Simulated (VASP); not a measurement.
# H3C2N in VASP: further runs, part 2 of 2

VASP 6.6.1. Earlier steps stand in the parts before.

**3. Single point, PBE+D3(BJ)**

File INCAR:

```
SYSTEM = H3C2N
PREC = Accurate
ENCUT = 520
EDIFF = 1E-6
ISMEAR = -1
SIGMA = 0.02
LREAL = Auto
LASPH = .True.
NELM = 60
ALGO = Normal
ISIF = 2
LWAVE = .False.
LCHARG = .False.
GGA = PE
IVDW = 12
NBANDS = 72
```

File KPOINTS:

```
Automatic mesh
0
Gamma
  1 1 1
  0 0 0
```

File POSCAR:

```
H3C2N
1.0
    8.0517480000      0.0000000000      0.0000000000
    0.0000000000      8.0517480000      0.0000000000
    0.0000000000      0.0000000000      8.0517480000
C N H
12 6 18
Direct
    0.3406341083      0.4704444302      0.3788618322
    0.2356010148      0.5120503026      0.5144348780
    0.9510357254      0.8166425477      0.8932470316
    0.9333998034      0.7588041752      1.0649861372
    0.5957215750      0.9516567086      0.3604683107
    0.6058311810      1.1035616117      0.2594219293
    0.5165586404      0.5578788606      0.8993575060
    0.4212253041      0.6842365161      0.9829418407
    0.0324277412      0.1285186769      0.2263980443
   -0.0083460138      0.0925761710      0.4017512719
    0.8226288254      0.4545845200      0.5679760469
    0.6758532433      0.3565933757      0.5858852016
    0.1472723687      0.5553079903      0.6210328490
    0.9169810083      0.7109387924      1.2025711684
    0.6390537806      1.1990067250      0.1564380803
    0.3660447396      0.7841402885      1.0686375182
   -0.0102338026      0.0741950692      0.5452108039
    0.5612197500      0.2743006860      0.6145994634
    0.4696992504      0.5090944227      0.4090912930
    0.3543950953      0.3378148447      0.3746764057
    0.2979601448      0.5331140518      0.2638681688
    1.0407181149      0.9139009318      0.8582235808
    0.9809671142      0.7150621207      0.8076631310
    0.8231007727      0.8741455893      0.8559135234
    0.4794114272      0.8823798261      0.3216568626
    0.7043812101      0.8710282537      0.3198560114
    0.6092341688      0.9785080209      0.4933959682
    0.4941659873      0.5649953277      0.7639334962
    0.6490764490      0.5729190730      0.9187818595
    0.4875835657      0.4338933608      0.9360700310
    0.0895581928      0.2610861641      0.2190704428
    0.1298848399      0.0401279325      0.1971869959
   -0.0841183803      0.1229049891      0.1509361694
    0.8205547417      0.5496570434      0.6620425776
    0.9380571771      0.3763158012      0.5867545780
    0.8366630451      0.5136151802      0.4378676531
```

Potentials or basis: VASP PAW PBE potentials, release 64 (C, N, H).

On the command line:

```bash
> cat potpaw_PBE.64/C/POTCAR potpaw_PBE.64/N/POTCAR potpaw_PBE.64/H/POTCAR > POTCAR
> mpirun -np 1 vasp_gam > vasp.out
```

OUTCAR:

```text
SYSTEM = H3C2N
   PREC = Accurate
   ENCUT = 520
   EDIFF = 1E-6
   ISMEAR = -1
   LREAL = Auto
   LASPH = .True.
   NELM = 60
   ISIF = 2
   GGA = PE
   IVDW = 12
 IVDW          = 12

 ion  position               nearest neighbor table
   1  0.341  0.470  0.379-  20 1.07  21 1.11  19 1.11   2 1.42
   2  0.236  0.512  0.514-  13 1.17   1 1.42
   3  0.951  0.817  0.893-  23 1.10  22 1.10  24 1.17   4 1.47
   4  0.933  0.759  0.065-  14 1.18   3 1.47
   5  0.596  0.952  0.360-  27 1.10  25 1.13  26 1.14   6 1.47
   6  0.606  0.104  0.259-  15 1.16   5 1.47
   7  0.517  0.558  0.899-  30 1.07  29 1.09  28 1.11   8 1.44
   8  0.421  0.684  0.983-  16 1.15   7 1.44
   9  0.032  0.129  0.226-  32 1.09  33 1.12  31 1.16  10 1.48
  10  0.992  0.093  0.402-  17 1.16   9 1.48
  11  0.823  0.455  0.568-  34 1.08  35 1.13  36 1.16  12 1.43
  12  0.676  0.357  0.586-  18 1.16  11 1.43
  13  0.147  0.555  0.621-   2 1.17
  14  0.917  0.711  0.203-   4 1.18
  15  0.639  0.199  0.156-   6 1.16
  16  0.366  0.784  0.069-   8 1.15
  17  0.990  0.074  0.545-  10 1.16
[... 17 lines left out ...]
  35  0.938  0.376  0.587-  11 1.13
  36  0.837  0.514  0.438-  11 1.16

  LATTYP: Found a simple cubic cell.
 ALAT       =     8.0517480000

  Lattice vectors:

 A1 = (   8.0517480000,   0.0000000000,   0.0000000000)
 A2 = (   0.0000000000,   8.0517480000,   0.0000000000)
 A3 = (   0.0000000000,   0.0000000000,   8.0517480000)

Analysis of symmetry for initial positions (statically):
=====================================================================
 Subroutine PRICEL returns:
 Original cell was already a primitive cell.

 Routine SETGRP: Setting up the symmetry group for a
 simple cubic supercell.

 Subroutine GETGRP returns: Found  1 space group operations
 (whereof  1 operations were pure point group operations)
 out of a pool of 48 trial point group operations.

The static configuration has the point symmetry C_1 .

Analysis of symmetry for dynamics (positions and initial velocities):
[... 180 lines left out ...]
   GGA     = PE    functional components
   LHFCALC =     F    Hartree Fock is set to
   AEXX    =    0.0000 exact exchange contribution
   IVDW    =    12    specifies the selected vdW correction
   LEPSILON=     F    determine dielectric tensor
   LRPA    =     F    only Hartree local field effects (RPA)
 non-spin polarized calculation
  energy-cutoff  :      520.00
  volume of cell :      522.00
 maximum number of plane-waves:      6999
 NGX is ok and might be reduce to    60
   NGX = 29   NGY = 29   NGZ = 29

 number of electron      96.0000004 magnetization

 Free energy of the ion-electron system (eV)
  ---------------------------------------------------
  ext. energy  EPLUGINS =         0.00000000
  ---------------------------------------------------
  free energy    TOTEN  =      -220.15519424 eV

  energy without entropy =     -220.15519424  energy(sigma->0) =     -220.15519424

 E-fermi :  -3.9990     XC(G=0):  -6.1895

 val. band max:       -4.5270495639   @ k =   0.0000   0.0000   0.0000
 cond. band min:       1.5749136913   @ k =   0.0000   0.0000   0.0000
 fundamental gap:      6.1019632552
 Fermi energy:        -3.9989682012

 k-point     1 :       0.0000    0.0000    0.0000
  band No.  band energies     occupation
      1     -19.9368      2.00000
      2     -19.6931      2.00000
      3     -19.6250      2.00000
      4     -19.6121      2.00000
      5     -19.5620      2.00000
      6     -19.5107      2.00000
[... 52 lines left out ...]
     59       2.8350      0.00000
     60       2.9424      0.00000
 [bands above 60 left out]

------------------------ aborting loop because EDIFF is reached ----------------------------------------

 Edisp (eV)   -1.65286

 E8    (eV) :    -0.4001

  FORCE on cell =-STRESS in cart. coord.  units (eV):
  Direction    XX          YY          ZZ          XY          YZ          ZX
  --------------------------------------------------------------------------------------
  -------------------------------------------------------------------------------------
  Total      -1.41393     0.39389    -3.66895     1.49721     5.02016    -1.43409
  in kB      -4.33979     1.20897   -11.26113     4.59539    15.40840    -4.40166
  external pressure =       -4.80 kB  Pullay stress =        0.00 kB

 VOLUME and BASIS-vectors are now :
 -----------------------------------------------------------------------------
  energy-cutoff  :      520.00
  volume of cell :      522.00
      direct lattice vectors                 reciprocal lattice vectors
     8.051748000  0.000000000  0.000000000     0.124196634  0.000000000  0.000000000
     0.000000000  8.051748000  0.000000000     0.000000000  0.124196634  0.000000000
     0.000000000  0.000000000  8.051748000     0.000000000  0.000000000  0.124196634

 POSITION                                       TOTAL-FORCE (eV/Angst)
 -----------------------------------------------------------------------------------
      2.74270      3.78790      3.05050         0.912501      0.680858     -0.266142
      1.89700      4.12290      4.14210        -0.726814      0.722099      0.802042
      7.65750      6.57540      7.19220        -2.016601      0.679833     -0.533809
      7.51550      6.10970      0.52325         0.512082     -0.067702      0.673965
      4.79660      7.66250      2.90240         0.016709     -0.499394     -0.928480
      4.87800      0.83385      2.08880         0.412212     -1.492814      0.317678
[... 28 lines left out ...]
      7.55300      3.03000      4.72440        -1.072336      0.491559     -0.013029
      6.73660      4.13550      3.52560        -0.302594     -0.508430      1.394563
 -----------------------------------------------------------------------------------
    total drift:                               -0.001002     -0.000431     -0.006776

  FREE ENERGIE OF THE ION-ELECTRON SYSTEM (eV)
  ---------------------------------------------------
  free  energy   TOTEN  =      -221.8080543848 eV

  energy  without entropy=     -221.8080543848  energy(sigma->0) =     -221.80805438
```

Wall time 2.2 min (1 thread of Intel Xeon 8259CL, shared host); peak memory 0.47 GiB.

What came out:

| Property | Result |
| --- | --- |
| Free energy | -221.8081 eV |
| Pressure | -0.5 GPa |
| Largest force | 2.194 eV/Å |
| Band gap on the k mesh | 6.10 eV |
| Dispersion energy per atom | -0.046 eV |

Forces on the atoms (eV/Å):
```
C    0.913  0.681 -0.266
C   -0.727  0.722  0.802
C   -2.017  0.680 -0.534
C    0.512 -0.068  0.674
C    0.017 -0.499 -0.928
C    0.412 -1.493  0.318
C   -0.181  0.645 -1.387
C    1.359 -1.414 -0.455
C   -0.330  1.468  0.843
C    0.847  0.585 -0.549
C    1.127 -0.162 -1.756
C    0.432 -0.169  0.047
N    0.610 -0.071 -0.047
N    0.062  0.417 -1.471
N   -0.273  0.876 -0.243
N   -1.198  1.477  0.941
N   -0.392 -0.232  0.166
N   -0.673 -0.505  0.078
H   -0.409  0.232 -0.268
H   -0.179 -0.825 -0.506
H    0.126 -0.407  0.226
H    0.134 -0.021  0.830
H   -0.090 -0.260  0.091
H    1.446 -0.781  0.325
H    0.727  0.557  0.628
H   -0.742  0.576  0.322
H   -0.344 -0.034 -0.083
H   -0.032 -0.030  0.289
H    0.374  0.291  0.278
H   -0.452 -0.901  0.447
H   -0.836 -1.542  0.080
H    0.103 -0.321 -0.657
H    0.898 -0.044  0.104
H    0.150  0.587  0.280
H   -1.072  0.492 -0.013
H   -0.303 -0.508  1.395
```

Caveat: the k points lie up to 0.78 Å⁻¹ apart.

**4. Single point, PBE+D3(BJ)**

File INCAR:

```
SYSTEM = H3C2N
PREC     = Accurate       ! precision mode
ENCUT    = 520            ! plane-wave cutoff, eV
EDIFF    = 1E-6           ! SCF threshold, eV
ISMEAR   = -1             ! smearing method
SIGMA    = 0.02           ! smearing width, eV
LREAL    = Auto         
LASPH    = .True.         ! aspherical terms in the spheres
NELM     = 80             ! most SCF steps
ALGO     = Normal         ! electronic algorithm
ISIF     = 2              ! what is computed and relaxed
LWAVE    = .False.        ! write WAVECAR
LCHARG   = .True.         ! write CHGCAR
GGA      = PE             ! functional
IVDW     = 12             ! dispersion correction
LELF     = .True.         ! ELF
LVHAR    = .True.       
NBANDS   = 72             ! bands
```

File KPOINTS:

```
regular mesh
0
Gamma
  1 1 1
  0 0 0
```

File POSCAR:

```
H3C2N
1.0
    8.0517480000      0.0000000000      0.0000000000
    0.0000000000      8.0517480000      0.0000000000
    0.0000000000      0.0000000000      8.0517480000
C N H
12 6 18
Direct
    0.3340268473      0.4806782329      0.3671873486
    0.2360481227      0.5292018578      0.5087094132
    0.9577175043      0.8371101530      0.9064739731
    0.9134910829      0.7837428593      1.0740028128
    0.5871644269      0.9549479194      0.3568666083
    0.6206354198      1.0956254468      0.2363834536
    0.4936567811      0.5343932771      0.9206448091
    0.4158848489      0.6726365505      1.0027015252
    0.0614524945      0.1293135354      0.2323470630
    0.0265408207      0.0761449563      0.3993915359
    0.7961004244      0.4636384547      0.5746826652
    0.6588507241      0.3514888941      0.5938958845
    0.1513335986      0.5624368771      0.6241253452
    0.8850127947      0.7468192000      1.2091535900
    0.6274041363      1.2124075418      0.1526500829
    0.3479120310      0.7881890988      1.0542679677
   -0.0259695162      0.0403887454      0.5321204787
    0.5511474030      0.2610489052      0.6261249110
    0.4551061459      0.5421555667      0.3715963291
    0.3497998199      0.3461732782      0.3701680679
    0.2682771493      0.5147826286      0.2524544981
    1.0667745687      0.9207069074      0.9231411614
    0.9968642834      0.7414911644      0.8255474463
    0.8581118038      0.9140872268      0.8562612739
    0.4987240038      0.8678860789      0.2954141138
    0.6944330598      0.8740834909      0.3833825897
    0.5440309359      1.0133700161      0.4652530109
    0.4849009184      0.5540536043      0.7894434848
    0.6260007144      0.5302947882      0.9503278046
    0.4526470525      0.4224300115      0.9681251823
    0.0795106851      0.2621169962      0.2183252630
    0.1760238895      0.0744931411      0.1835129465
   -0.0523116223      0.0938429767      0.1530971908
    0.7760302483      0.5741486197      0.6434006628
    0.9094174333      0.4096998565      0.6099420896
    0.8205299023      0.4925638507      0.4391592981
```

On the command line:

```bash
> cat potpaw_PBE.64/C/POTCAR potpaw_PBE.64/N/POTCAR potpaw_PBE.64/H/POTCAR > POTCAR
> mpirun -np 1 vasp_gam > vasp.out
```

Wall time 2.3 min (1 thread of Intel Xeon 8259CL, shared host); peak memory 0.47 GiB.

The run converged. Its results:

```yaml
Free_energy: -221.9926 eV
Pressure: 0.7 GPa
Largest_force: 2.771 eV/Å
Band_gap_on_the_k_mesh: 6.27 eV
Dispersion_energy_per_atom: -0.046 eV
```

Forces in eV/Å, atoms in the order of the input:
```
C   -0.273  0.053 -0.145
C   -1.434  0.454  1.813
C    0.184  1.656  1.560
C    0.553  0.181 -2.054
C    0.675 -0.243 -2.655
C   -0.411 -2.135  1.718
C    1.415  1.941  0.313
C    0.243 -0.345 -0.565
C   -0.792 -0.593 -1.184
C   -1.175 -0.129  2.114
C   -0.646 -0.135 -2.517
C    0.309 -0.108  0.335
N    1.366 -0.324 -1.492
N   -0.428 -0.694  1.590
N    0.226  0.694 -0.585
N   -0.487  0.821  0.592
N    1.008  0.436 -1.761
N   -0.437 -0.281 -0.121
H    0.116 -0.058 -0.148
H    0.258 -0.177  0.017
H    0.091  0.136  0.041
H   -0.268 -0.257 -0.207
H    0.184 -1.158 -0.816
H   -0.169 -0.059 -0.318
H   -0.095  0.656  0.326
H    0.233  0.625 -0.137
H   -0.782  0.471  1.467
H   -0.444 -0.342 -0.816
H    0.349  0.244  0.150
H   -1.134 -2.200  0.330
H   -0.200  0.501  0.329
H   -0.085 -0.419 -0.094
H    1.344  0.366  0.696
H   -0.127  1.160  0.517
H    1.342 -0.862  0.874
H   -0.511  0.124  0.833
```

Stress tensor (GPa, compression positive):
```
 0.52 -0.34  0.06
-0.34  1.37  0.75
 0.06  0.75  0.11
```

Levels at points of the mesh, in eV from the valence-band top:
| k point | band 46 | band 47 | band 48 | band 49 | band 50 | band 51 |
| --- | --- | --- | --- | --- | --- | --- |
| (0.00, 0.00, 0.00) | -0.20 | -0.10 | 0.00 | 6.27 | 6.77 | 6.83 |

Caveat: the k points lie up to 0.78 Å⁻¹ apart.

**5. Overview**

```tsv
cell	gap on the mesh (eV)	pressure (GPa)	largest force (eV/Å)
as given, atomic positions A	6.10	-0.9	3.26
as given, atomic positions B	6.10	-0.5	2.19
as given, atomic positions C	6.27	0.7	2.77
```

Alike in all rows: task single point; level PBE+D3(BJ); potentials or basis VASP PAW PBE potentials, release 64 (C, N, H); no spin polarisation; k mesh 1 × 1 × 1; cutoff (eV) 520; smearing fermi-dirac 0.02 eV.

Caveats: all runs use coarse meshes.

Total energies depend on the potentials used, so only differences within one code and one set of settings carry meaning.
